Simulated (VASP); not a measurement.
# WS3 (Pm-3m) in VASP: electric field gradients with PBEsol

Aim: the electric field gradients of WS3 with PBEsol.

Program: VASP 6.6.1. These are calculated values, not measurements. Logs are shortened: lines on timing, memory, paths and dates and some standing lists are left out, and cuts for length are marked.

## 1. The cell of the first run

The structure is cubic, space group Pm-3m (No. 221). The conventional cell has a = 4.640 Å, b = 4.640 Å, c = 4.640 Å, α = 90.00°, β = 90.00°, γ = 90.00°. W (site symmetry m-3m) has 6 S at 2.32 Å within 3.1 Å. Within 3.1 Å of S (site symmetry 4/mmm) lie 2 W at 2.32 Å.

## 2. Electric field gradients, PBEsol

INCAR reads:

```
SYSTEM = WS3
PREC = Accurate
ENCUT = 520
EDIFF = 1E-8
ISMEAR = -1
SIGMA = 0.15
LREAL = .False.
LASPH = .True.
NELM = 60
ALGO = Normal
ISIF = 2
LWAVE = .False.
LCHARG = .False.
GGA = PS
LEFG = .True.
NBANDS = 24
```

KPOINTS reads:

```
regular mesh
0
Gamma
  10 10 10
  0 0 0
```

POSCAR reads:

```
WS3
1.0
    4.6401726379      0.0000000000      0.0000000000
    0.0000000000      4.6401726379      0.0000000000
    0.0000000000      0.0000000000      4.6401726379
W S
1 3
Direct
    0.0000000000      0.0000000000      0.0000000000
    0.0000000000      0.0000000000      0.5000000000
    0.0000000000      0.5000000000      0.0000000000
    0.5000000000      0.0000000000      0.0000000000
```

Potentials or basis: VASP PAW PBE potentials, release 64 (W_sv, S).

Command:

```bash
$ cat potpaw_PBE.64/W_sv/POTCAR potpaw_PBE.64/S/POTCAR > POTCAR
$ mpirun -np 1 vasp_std > vasp.out
```

OUTCAR:

```text
SYSTEM = WS3
   PREC = Accurate
   ENCUT = 520
   EDIFF = 1E-8
   ISMEAR = -1
   LREAL = .False.
   LASPH = .True.
   NELM = 60
   ISIF = 2
   GGA = PS

 ion  position               nearest neighbor table
   1  0.000  0.000  0.000-   2 2.32   3 2.32   4 2.32   2 2.32   3 2.32   4 2.32
   2  0.000  0.000  0.500-   1 2.32   1 2.32
   3  0.000  0.500  0.000-   1 2.32   1 2.32
   4  0.500  0.000  0.000-   1 2.32   1 2.32

  LATTYP: Found a simple cubic cell.
 ALAT       =     4.6401726379

  Lattice vectors:

 A1 = (   4.6401726379,   0.0000000000,   0.0000000000)
 A2 = (   0.0000000000,   4.6401726379,   0.0000000000)
 A3 = (   0.0000000000,   0.0000000000,   4.6401726379)

Analysis of symmetry for initial positions (statically):
=====================================================================
 Subroutine PRICEL returns:
 Original cell was already a primitive cell.

 Routine SETGRP: Setting up the symmetry group for a
 simple cubic supercell.

 Subroutine GETGRP returns: Found 48 space group operations
 (whereof 48 operations were pure point group operations)
 out of a pool of 48 trial point group operations.

The static configuration has the point symmetry O_h .

Analysis of symmetry for dynamics (positions and initial velocities):
=====================================================================
 Subroutine PRICEL returns:
 Original cell was already a primitive cell.

 Routine SETGRP: Setting up the symmetry group for a
 simple cubic supercell.

 Subroutine GETGRP returns: Found 48 space group operations
 (whereof 48 operations were pure point group operations)
 out of a pool of 48 trial point group operations.

The dynamic configuration has the point symmetry O_h .

 Subroutine INISYM returns: Found 48 space group operations
 (whereof 48 operations are pure point group operations),
 and found     1 'primitive' translations

----------------------------------------------------------------------------------------

                                     Primitive cell

  volume of cell :      99.9085

  direct lattice vectors                    reciprocal lattice vectors
     4.640172638  0.000000000  0.000000000     0.215509223  0.000000000  0.000000000
     0.000000000  4.640172638  0.000000000     0.000000000  0.215509223  0.000000000
     0.000000000  0.000000000  4.640172638     0.000000000  0.000000000  0.215509223

  length of vectors
     4.640172638  4.640172638  4.640172638     0.215509223  0.215509223  0.215509223

  position of ions in fractional coordinates (direct lattice)
     0.000000000  0.000000000  0.000000000
     0.000000000  0.000000000  0.500000000
     0.000000000  0.500000000  0.000000000
     0.500000000  0.000000000  0.000000000

  ion indices of the primitive-cell ions
   primitive index   ion index
                 1           1
                 2           2
                 3           3
                 4           4

----------------------------------------------------------------------------------------

 KPOINTS: regular mesh

Automatic generation of k-mesh.
 Grid dimensions read from file:
 generate k-points for:   10   10   10

 Generating k-lattice:

  Cartesian coordinates                     Fractional coordinates (reciprocal lattice)
     0.021550922  0.000000000  0.000000000     0.100000000  0.000000000  0.000000000
     0.000000000  0.021550922  0.000000000     0.000000000  0.100000000  0.000000000
     0.000000000  0.000000000  0.021550922     0.000000000  0.000000000  0.100000000

  Length of vectors
     0.021550922  0.021550922  0.021550922

  Shift w.r.t. Gamma in fractional coordinates (k-lattice)
     0.000000000  0.000000000  0.000000000

 Subroutine IBZKPT returns following result:
 ===========================================

 Found     56 irreducible k-points:

 Following reciprocal coordinates:
            Coordinates               Weight
  0.000000  0.000000  0.000000      1.000000
  0.100000  0.000000  0.000000      6.000000
  0.200000  0.000000  0.000000      6.000000
  0.300000  0.000000  0.000000      6.000000
  0.400000  0.000000  0.000000      6.000000
  0.500000  0.000000  0.000000      3.000000
[... 16 lines left out ...]
  0.200000  0.100000  0.100000     24.000000
  0.300000  0.100000  0.100000     24.000000
 [... further k-points ...]
   k-points           NKPTS =     56   k-points in BZ     NKDIM =     56   number of bands    NBANDS=     24
   number of dos      NEDOS =    301   number of ions     NIONS =      4
   total plane-waves  NPLWV =  46656
   dimension x,y,z NGX =    36 NGY =   36 NGZ =   36
   dimension x,y,z NGXF=    72 NGYF=   72 NGZF=   72
   ions per type =               1   3
   NGX,Y,Z   is equivalent  to a cutoff of  12.90, 12.90, 12.90 a.u.
   NGXF,Y,Z  is equivalent  to a cutoff of  25.80, 25.80, 25.80 a.u.
 SYSTEM =  WS3
   PREC   = accura    normal or accurate (medium, high low for compatibility)
   ISTART =      0    job   : 0-new  1-cont  2-samecut
   ICHARG =      2    charge: 1-file 2-atom 10-const
   ISPIN  =      1    spin polarized calculation?
   LNONCOLLINEAR =      F non collinear calculations
   LSORBIT =      F    spin-orbit coupling
   LASPH  =      T    aspherical Exc in radial PAW
   ENCUT  =  520.0 eV  38.22 Ry    6.18 a.u.   8.63  8.63  8.63*2*pi/ulx,y,z
   NELM   =     60;   NELMIN=  2; NELMDL= -5     # of ELM steps
   EDIFF  = 0.1E-07   stopping-criterion for ELM
   LREAL  =      F    real-space projection
   EDIFFG = 0.1E-06   stopping-criterion for IOM
   NSW    =      0    number of steps for IOM
   IBRION =     -1    ionic relax: 0-MD 1-quasi-New 2-CG
   NFREE  =      0    steps in history (QN), initial steepest desc. (CG)
   ISIF   =      2    stress and relaxation
   ISYM   =      2    0-nonsym 1-usesym 2-fastsym
   POTIM  = 0.5000    time-step for ionic-motion
   TEBEG  =    0.0;   TEEND  =   0.0 temperature during run
   PSTRESS=    0.0 pullay stress
   NELECT =      32.0000    total number of electrons
   NUPDOWN=      -1.0000    fix difference up-down
   EMIN   =  10.00;   EMAX   =-10.00  energy-range for DOS
   EFERMI =   0.00;   METHOD = LEGACY
   ISMEAR =    -1;   SIGMA  =   0.15  broadening in eV -4-tet -1-fermi 0-gaus
   EFERMI_NEDOS =   21; number of points for ismear=-14 and -15
   IALGO  =     38    algorithm
   IMIX   =      4    mixing-type and parameters
     AMIX     =   0.40;   BMIX     =  1.00
     AMIX_MAG =   1.60;   BMIX_MAG =  1.00
  volume/ion in A,a.u.               =      24.98       168.55
  Fermi-wavevector in a.u.,A,eV,Ry     =   1.120101  2.116685 17.070240  1.254627
  Thomas-Fermi vector in A             =   2.256745
   LORBIT       =      0    0 simple, 1 ext, 2 COOP (PROOUT), +10 PAW based schemes
   GGA     = PS    functional components
   LHFCALC =     F    Hartree Fock is set to
   AEXX    =    0.0000 exact exchange contribution
   IVDW    =     0    specifies the selected vdW correction
   LEPSILON=     F    determine dielectric tensor
   LRPA    =     F    only Hartree local field effects (RPA)
 non-spin polarized calculation
  energy-cutoff  :      520.00
  volume of cell :       99.91
 maximum number of plane-waves:      2730
 NGX is ok and might be reduce to    36
   NGX = 17   NGY = 17   NGZ = 17

 number of electron      31.9999998 magnetization

 Free energy of the ion-electron system (eV)
  ---------------------------------------------------
  ext. energy  EPLUGINS =         0.00000000
  ---------------------------------------------------
  free energy    TOTEN  =       -27.11019447 eV

  energy without entropy =      -26.94310870  energy(sigma->0) =      -27.02665158

 E-fermi :   3.0564     XC(G=0):  -8.8638

 val. band max:        2.9592173636   @ k =   0.5000   0.3000   0.3000
 cond. band min:       3.1268900321   @ k =   0.4000   0.4000   0.4000
 fundamental gap:      0.1676726685
 Fermi energy:         3.0564333267

 k-point     1 :       0.0000    0.0000    0.0000
  band No.  band energies     occupation
      1     -72.0362      2.00000
      2     -36.2566      2.00000
      3     -36.2566      2.00000
      4     -36.2566      2.00000
      5     -11.0869      2.00000
      6      -9.4499      2.00000
[... 16 lines left out ...]
     23       9.1049      0.00000
     24      10.4039      0.00000
[... 598 lines left out ...]
      2     -36.2618      2.00000
      3     -36.2572      2.00000
      4     -36.2572      2.00000
      5     -10.6736      2.00000
      6      -9.4049      2.00000
[... 16 lines left out ...]
     23      10.7383      0.00000
     24      11.4462      0.00000

 [... further k-points ...]
[... 5 lines left out ...]
  --------------------------------------------------------------------------------------
  -------------------------------------------------------------------------------------
  Total        0.0266379      0.0266379      0.0266379      0.0000000     -0.0000000      0.0000000
  in kB        0.4271770      0.4271770      0.4271770      0.0000000     -0.0000000      0.0000000
  external PRESSURE =       0.4271770 kB  Pullay stress =       0.0000000 kB

 VOLUME and BASIS-vectors are now :
 -----------------------------------------------------------------------------
  energy-cutoff  :      520.00
  volume of cell :       99.91
      direct lattice vectors                 reciprocal lattice vectors
     4.640172638  0.000000000  0.000000000     0.215509223  0.000000000  0.000000000
     0.000000000  4.640172638  0.000000000     0.000000000  0.215509223  0.000000000
     0.000000000  0.000000000  4.640172638     0.000000000  0.000000000  0.215509223

 POSITION                                       TOTAL-FORCE (eV/Angst)
 -----------------------------------------------------------------------------------
      0.00000      0.00000      0.00000         0.000000      0.000000      0.000000
      0.00000      0.00000      2.32009         0.000000      0.000000      0.000000
      0.00000      2.32009      0.00000         0.000000      0.000000      0.000000
      2.32009      0.00000      0.00000         0.000000      0.000000      0.000000
 -----------------------------------------------------------------------------------
    total drift:                                0.000000     -0.000000     -0.000000

  FREE ENERGIE OF THE ION-ELECTRON SYSTEM (eV)
  ---------------------------------------------------
  free  energy   TOTEN  =       -27.1101944721 eV

  energy  without entropy=      -26.9431086953  energy(sigma->0) =      -27.02665158

 Electric field gradients (V/A^2)
---------------------------------------------------------------------
 ion       V_xx      V_yy      V_zz      V_xy      V_xz      V_yz
---------------------------------------------------------------------
   1      -0.000    -0.000     0.000    -0.000    -0.000     0.000
   2      -5.349    -5.349    10.699     0.000    -0.000    -0.000
   3      -5.349    10.699    -5.349    -0.000    -0.000    -0.000
   4      10.699    -5.349    -5.349     0.000     0.000    -0.000
---------------------------------------------------------------------

 Electric field gradients after diagonalization (V/A^2)
 (convention: |V_zz| > |V_xx| > |V_yy|)
----------------------------------------------------------------------
 ion       V_xx      V_yy      V_zz     asymmetry (V_yy - V_xx)/ V_zz
----------------------------------------------------------------------
   1       0.000    -0.000    -0.000       1.320
   2      -5.349    -5.349    10.699       0.000
   3      -5.349    -5.349    10.699       0.000
   4      -5.349    -5.349    10.699       0.000
----------------------------------------------------------------------

           NMR quadrupolar parameters

 Cq : quadrupolar parameter    Cq=e*Q*V_zz/h
 eta: asymmetry parameters     (V_yy - V_xx)/ V_zz
 Q  : nuclear electric quadrupole moment in mb (millibarn)
----------------------------------------------------------------------
 ion       Cq(MHz)       eta       Q (mb)
----------------------------------------------------------------------
   1      -0.000       1.320       1.000
   2       0.026       0.000       1.000
   3       0.026       0.000       1.000
   4       0.026       0.000       1.000
----------------------------------------------------------------------
```

It took 1.8 min on 1 thread of Intel Xeon Platinum 8375C at 2.90GHz (Ice Lake), shared host; peak memory 0.27 GiB.

Results:

| Item | Value |
| --- | --- |
| Free energy | -27.1102 eV |
| Pressure | 0.0 GPa |
| Band gap on the k mesh | zero (band 16 reaches 3.43 eV, above the bottom of band 17 at 2.17 eV) |

Levels at points of the mesh, in eV from the Fermi level:
| k point | band 14 | band 15 | band 16 | band 17 | band 18 | band 19 |
| --- | --- | --- | --- | --- | --- | --- |
| (0.00, 0.00, 0.00) | -1.17 | -1.17 | -1.17 | -0.53 | -0.53 | -0.53 |
| (0.50, 0.00, 0.00) | -1.62 | -1.58 | -0.74 | -0.74 | 1.19 | 1.94 |
| (0.50, 0.50, 0.00) | -2.01 | -2.01 | 0.36 | 1.94 | 1.96 | 1.96 |
| (0.50, 0.50, 0.50) | 0.37 | 0.37 | 0.37 | 2.28 | 2.28 | 2.28 |

Electric field gradients, principal values (V/Å²):
```
atom   least  middle  greatest (by size)
 1 W   0.000   0.000               0.000
 2 S  -5.349  -5.349              10.699
 3 S  -5.349  -5.349              10.699
 4 S  -5.349  -5.349              10.699
```

Caveat: without QUAD_EFG the Cq values of the log hold for a quadrupole moment of 1 mb, not for the nuclei; the PAW data sets were made with another functional, which shifts forces and pressure a little; spin-orbit coupling is left out, which moves the levels of the heavy elements.
